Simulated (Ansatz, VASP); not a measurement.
One calculation of Pb2O, two programs

The input INCAR:

```
SYSTEM = Pb2O
PREC = Accurate
ENCUT = 600
EDIFF = 1E-7
ISMEAR = -1
SIGMA = 0.1
LREAL = .FALSE.
LASPH = .TRUE.
NELM = 100
ALGO = Normal
ISIF = 3
LWAVE = .FALSE.
LCHARG = .FALSE.
GGA = PS
IBRION = 2
NSW = 80
EDIFFG = -0.01
```

File KPOINTS:

```
regular mesh
0
G
  6 6 6
  0 0 0
```

POSCAR

```
Pb2O
1.0
    5.3800000000      0.0000000000      0.0000000000
    0.0000000000      5.3800000000      0.0000000000
    0.0000000000      0.0000000000      5.3800000000
Pb O
4 2
Direct
    0.2500000000      0.2500000000      0.2500000000
    0.7500000000      0.7500000000      0.2500000000
    0.2500000000      0.7500000000      0.7500000000
    0.7500000000      0.2500000000      0.7500000000
    0.0000000000      0.0000000000      0.0000000000
    0.5000000000      0.5000000000      0.5000000000
```

Input for Ansatz:

```yaml
crystal:
  lattice:
    - [5.38, 0.0, 0.0]
    - [0.0, 5.38, 0.0]
    - [0.0, 0.0, 5.38]
  atoms:
    - { symbol: Pb, position: [0.25, 0.25, 0.25] }
    - { symbol: Pb, position: [0.75, 0.75, 0.25] }
    - { symbol: Pb, position: [0.25, 0.75, 0.75] }
    - { symbol: Pb, position: [0.75, 0.25, 0.75] }
    - { symbol: O, position: [0.0, 0.0, 0.0] }
    - { symbol: O, position: [0.5, 0.5, 0.5] }
  symmetry: { tolerance: 0.0003 }
hamiltonian:
  xc: pbesol
  pseudopotentials: { kind: paw, azcp: { folder: soft_1 } }
basis:
  ecutwfc: 420
magnetization:
  spin_polarized: false
scf:
  occupations: { method: fermi_dirac, width: 0.1 }
kpoints:
  mp_grid: { grid: [6, 6, 6], shift: [0, 0, 0] }
output:
  forces: true
  stress: true
  eigenvalues: true
relax:
  max_steps: 60
  cell: {}
```

Alike in both runs: task relaxation of cell and atoms; functional PBEsol; k mesh 6 × 6 × 6; occupations fermi-dirac, width 0.1 eV; no spin polarisation.

```csv
,VASP,Ansatz
version,VASP 6.6.1,Ansatz 0.2.0
potentials or method,"VASP PAW PBE potentials, release 64 (Pb_d, O), cutoff 600 eV",PAW plane waves
valence electrons in the cell,68,68
```

```tsv
	VASP	Ansatz	Ansatz less VASP
gap on the k mesh at the Fermi level, each at its own relaxed structure (eV)	none	none	-
relaxed volume (Å³/atom)	25.95	25.95	0.000
relaxed cell length with the largest relative difference (Å)	5.380	5.380	0.0000
```

VASP's potentials were made for PBE, not for PBEsol, and Ansatz warns of the same on its side. A gap of «none» marks a metal or a gap that the smearing closes.

Neither program's run includes spin-orbit coupling. Noted on VASP's run: the relaxation stopped at its first step, so nothing moved.
